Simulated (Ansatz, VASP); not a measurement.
## One calculation of SiNi, two programs

INCAR

```
SYSTEM = SiNi
  ALGO = Normal
  EDIFF = 1E-6
  ENCUT = 520
  GGA = PS
  ISIF = 2
  ISMEAR = 0
  LASPH = .TRUE.
  LCHARG = .FALSE.
  LREAL = .FALSE.
  LWAVE = .FALSE.
  NBANDS = 38
  NELM = 60
  PREC = Accurate
  SIGMA = 0.15
```

The input KPOINTS:

```
k-points
0
G
  10 10 10
  0 0 0
```

Contents of POSCAR:

```
SiNi
1.0
    4.4679769961      0.0000000000      0.0000000000
    0.0000000000      4.4679769961      0.0000000000
    0.0000000000      0.0000000000      4.4679769961
Si Ni
4 4
Direct
    0.8723084518      0.8723084518      0.8723084518
    0.6535354713      0.1535354713      0.3464645287
    0.3464645287      0.6535354713      0.1535354713
    0.1535354713      0.3464645287      0.6535354713
    0.1489904887      0.1489904887      0.1489904887
    0.3510095113      0.8510095113      0.6489904887
    0.6489904887      0.3510095113      0.8510095113
    0.8510095113      0.6489904887      0.3510095113
```

Input for Ansatz:

```yaml
crystal:
  lattice:
    - [4.4679769961, 0.0, 0.0]
    - [0.0, 4.4679769961, 0.0]
    - [0.0, 0.0, 4.4679769961]
  atoms:
    - { symbol: Si, position: [0.8723084518, 0.8723084518, 0.8723084518] }
    - { symbol: Si, position: [0.6535354713, 0.1535354713, 0.3464645287] }
    - { symbol: Si, position: [0.3464645287, 0.6535354713, 0.1535354713] }
    - { symbol: Si, position: [0.1535354713, 0.3464645287, 0.6535354713] }
    - { symbol: Ni, position: [0.1489904887, 0.1489904887, 0.1489904887] }
    - { symbol: Ni, position: [0.3510095113, 0.8510095113, 0.6489904887] }
    - { symbol: Ni, position: [0.6489904887, 0.3510095113, 0.8510095113] }
    - { symbol: Ni, position: [0.8510095113, 0.6489904887, 0.3510095113] }
basis:
  ecutwfc: 420
kpoints:
  mp_grid: { grid: [10, 10, 10] }
hamiltonian:
  xc: pbesol
scf:
  occupations: { method: gaussian, width: 0.15 }
output:
  forces: true
  stress: true
  eigenvalues: true
```

Alike in both runs: task single point; functional PBEsol; k mesh 10 × 10 × 10; occupations gaussian, width 0.15 eV; no spin polarisation.

```csv
,VASP,Ansatz
version,VASP 6.6.1,Ansatz 0.2.0
potentials or method,"VASP PAW PBE potentials, release 64 (Si, Ni), cutoff 520 eV","scalar-relativistic, plane waves, PAW"
valence electrons in the cell,56,88
```

Ansatz gave:

```
gap on the k mesh at the Fermi level (eV)                     : none
pressure (GPa)                                                : 1.2
traceless stress, the component that is largest in VASP (GPa) : 1.13
rms of the force components (eV/Å)                            : 0.632
```

Problem. What did VASP give for the same quantities?

Solution. gap on the k mesh at the Fermi level (eV): none; pressure (GPa): 1.3; traceless stress, the component that is largest in VASP (GPa): 1.13; rms of the force components (eV/Å): 0.640.

VASP's potentials were made for PBE, not for PBEsol. Atom by atom the forces differ by 0.009 eV/Å (rms over components). A gap of «none» marks a metal or a gap that the smearing closes. With one functional, cell and mesh, what is left measures potentials, basis and numerics. VASP's potentials hold 56 valence electrons a cell and Ansatz's 88, so a difference there can come from the potentials and not from the codes.
